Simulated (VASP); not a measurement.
Set up this calculation in VASP 6.6.1, as the native input.

```yaml
Task: single point
Functional: PBEsol
Potentials_or_basis: VASP PAW PBE potentials, release 64 (B, N)
Cutoff: 520 eV
k_mesh: 4 × 4 × 4, shifted
Occupations: fermi-dirac, width 0.02 eV
Spin: no spin polarisation
Dipole_correction: no
Further_INCAR_settings: LREAL = Auto; ALGO = Normal; EDIFF = 1e-06; NBANDS = 46
```

The structure of BN lies in POSCAR:

```
BN
1.0
    1.2769698009     -2.2117765748     -4.2268550000
    1.2769698009     -2.2117765748      4.2268550000
   -5.1078792034     -0.0000000001      0.0000000000
B N
8 8
Direct
    0.8292335913      0.8275318532      0.1628293087
    0.3265533782      0.3283355543      0.1700716394
    0.8251948587      0.8351256465      0.6599155952
    0.3320274351      0.3265621424      0.6680146232
    0.9196884200      0.4166780257      0.3398654363
    0.4215494432      0.9171883994      0.3402869816
    0.9266120183      0.4196930443      0.8321230277
    0.4115341679      0.9101431810      0.8281047560
    0.0165271784      0.6421573455      0.1680842892
    0.5275524624      0.1522580651      0.1714088135
    0.0179613357      0.6509828139      0.6626328350
    0.5270186104      0.1466100087      0.6756822678
    0.1056338598      0.2294225869      0.3319236608
    0.6002500455      0.7322037084      0.3386865930
    0.1048578693      0.2341284499      0.8410910128
    0.6014781632      0.7242945361      0.8319988650
```

This cell differs from its parent crystal: dynamics (nvt langevin) at 200 K, volume x 1.0, from the last frame before.

The input as run:

INCAR

```
ALGO     = Normal         # electronic algorithm
EDIFF    = 1E-6           # SCF threshold, eV
ENCUT    = 520            # plane-wave cutoff, eV
GGA      = PS             # functional
ISIF     = 2              # what is computed and relaxed
ISMEAR   = -1             # smearing method
LASPH    = T              # aspherical terms in the spheres
LCHARG   = T              # write CHGCAR
LELF     = T              # ELF
LREAL    = Auto         
LVHAR    = T            
LWAVE    = F              # write WAVECAR
NBANDS   = 46             # bands
NELM     = 80             # most SCF steps
PREC     = Accurate       # precision mode
SIGMA    = 0.02           # smearing width, eV
```

KPOINTS

```
Automatic mesh
0
Gamma
  4 4 4
  0.5 0.5 0.5
```

Potentials or basis: VASP PAW PBE potentials, release 64 (B, N).

Run with:

```bash
$ cat potpaw_PBE.64/B/POTCAR potpaw_PBE.64/N/POTCAR > POTCAR
$ mpirun -np 1 vasp_std > vasp.out
```

It gave:

- Pressure: -4.8 GPa
- Largest force: 1.742 eV/Å
- Band gap on the k mesh: 4.99 eV

Caveat: the cell stands under tension; the atoms stand as in a frame of molecular dynamics; the PAW data sets were made with another functional, which shifts forces and pressure a little; a shifted mesh leaves out Γ, where band edges can lie.

Wall time 3 min on 1 thread of Intel(R) Xeon(R) Platinum 8559C (Emerald Rapids) (shared host), peak memory 0.27 GiB.
